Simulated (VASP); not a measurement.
A run of VASP 6.6.1 is set up as follows.

Contents of POSCAR:

```
Al
1.0
   -1.5046853432      1.5046853432      1.5943685756
    1.5046853432     -1.5046853432      1.5943685756
    1.6840518080      1.6840518080     -1.5943685756
Al
1
Direct
    0.0000000000      0.0000000000      0.0000000000
```

Contents of INCAR.step1:

```
SYSTEM = Al
ALGO     = Normal         ! electronic algorithm
EDIFF    = 1E-4           ! SCF threshold, eV
ENCUT    = 520            ! plane-wave cutoff, eV
GGA      = PE             ! functional
ISMEAR   = 0              ! smearing method
LASPH    = .TRUE.         ! aspherical terms in the spheres
LCHARG   = .FALSE.        ! write CHGCAR
LREAL    = .FALSE.        ! projectors in reciprocal space
LWAVE    = .TRUE.         ! write WAVECAR
NBANDS   = 8              ! bands
NELM     = 80             ! most SCF steps
PREC     = Accurate       ! precision mode
SIGMA    = 0.15           ! smearing width, eV
```

File INCAR.step2:

```
SYSTEM = Al
ALGO     = Normal         ! electronic algorithm
EDIFF    = 1E-6           ! SCF threshold, eV
ENCUT    = 520            ! plane-wave cutoff, eV
ISIF     = 2              ! what is computed and relaxed
ISMEAR   = 0              ! smearing method
ISTART   = 1            
LASPH    = .TRUE.         ! aspherical terms in the spheres
LCHARG   = .FALSE.        ! write CHGCAR
LMIXTAU  = .TRUE.       
LREAL    = .FALSE.        ! projectors in reciprocal space
LWAVE    = .FALSE.        ! write WAVECAR
METAGGA  = R2SCAN         ! meta-GGA
NBANDS   = 8              ! bands
NELM     = 80             ! most SCF steps
PREC     = Accurate       ! precision mode
SIGMA    = 0.15           ! smearing width, eV
```

The input KPOINTS:

```
k-points
0
G
  26 26 26
  0 0 0
```

Potentials or basis: VASP PAW PBE potentials, release 64 (Al).

Launch:

```console
$ cat potpaw_PBE.64/Al/POTCAR > POTCAR
$ cp INCAR.step1 INCAR
$ mpirun -np 1 vasp_std > vasp.out
$ cp INCAR.step2 INCAR
$ mpirun -np 1 vasp_std > vasp.out
```

Problem. Predict the pressure.

Solution. 1.2 GPa.

Problem. Estimate the band gap on the k mesh.

Solution. Zero (an odd number of electrons rules out a gap without spin polarisation).

Stress tensor (GPa, compression positive):
```
 1.15 -6.44  0.00
-6.44  1.15  0.00
 0.00  0.00  1.25
```

Caveat: the cell differs from its parent crystal (strain +0.1125 x Voigt [0, 0, 0, 0, 0, 1]); the PAW data sets were made with another functional, which shifts forces and pressure a little.
